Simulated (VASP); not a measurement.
Write the native input for VASP 6.6.1 that does the following.

| Item | Value |
| --- | --- |
| Task | relaxation of cell and atoms |
| Functional | PBE |
| Potentials or basis | VASP PAW PBE potentials, release 64 (Si, Se) |
| Cutoff | 600 eV |
| k mesh | 4 × 4 × 4 |
| Occupations | gaussian, width 0.1 eV |
| Spin | no spin polarisation |
| Dipole correction | no |
| Further INCAR settings | ALGO = Normal; EDIFF = 1e-06; IBRION = 2; EDIFFG = -0.04; NSW = 90; ISIF = 3 |

The structure of Si2Se lies in POSCAR:

```
Si2Se
1.0
    0.0000000000      3.8829807300      3.8829807300
    3.8829807300      0.0000000000      3.8829807300
    3.8829807300      3.8829807300      0.0000000000
Si Se
4 2
Direct
    0.1250000000      0.6250000000      0.1250000000
    0.1250000000      0.1250000000      0.6250000000
    0.6250000000      0.1250000000      0.1250000000
    0.1250000000      0.1250000000      0.1250000000
    0.7500000000      0.7500000000      0.7500000000
    0.5000000000      0.5000000000      0.5000000000
```

These files were run (other wordings do the same):

INCAR

```
SYSTEM = Si2Se
PREC = Accurate
ENCUT = 600
EDIFF = 1E-6
ISMEAR = 0
SIGMA = 0.1
LREAL = .FALSE.
LASPH = .TRUE.
NELM = 100
ALGO = Normal
ISIF = 3
LWAVE = .FALSE.
LCHARG = .FALSE.
GGA = PE
IBRION = 2
NSW = 90
EDIFFG = -0.04
```

KPOINTS

```
regular mesh
0
G
  4 4 4
  0 0 0
```

Potentials or basis: VASP PAW PBE potentials, release 64 (Si, Se).

Run with:

```console
$ cat potpaw_PBE.64/Si/POTCAR potpaw_PBE.64/Se/POTCAR > POTCAR
$ mpirun -np 1 vasp_std > vasp.out
```

It gave:

| Property | Result |
| --- | --- |
| Relaxed volume | 17.47 Å³/atom |
| Relaxed cell | a = 5.293 Å, b = 5.293 Å, c = 5.293 Å, α = 60.00°, β = 60.00°, γ = 60.00° |
| Space group after relaxing (to 0.05 Å) | Fd-3m (No. 227) |
| Energy gained by relaxing | 42.0 meV/atom |
| Ionic steps | 2 |
| Pressure after relaxing | 0.2 GPa |
| Band gap on the k mesh | zero (band 14 reaches 7.42 eV, above the bottom of band 15 at 5.64 eV) |

Run time: 2.4 min on 1 thread of AMD EPYC 7R13 (shared host), peak memory 0.29 GiB.
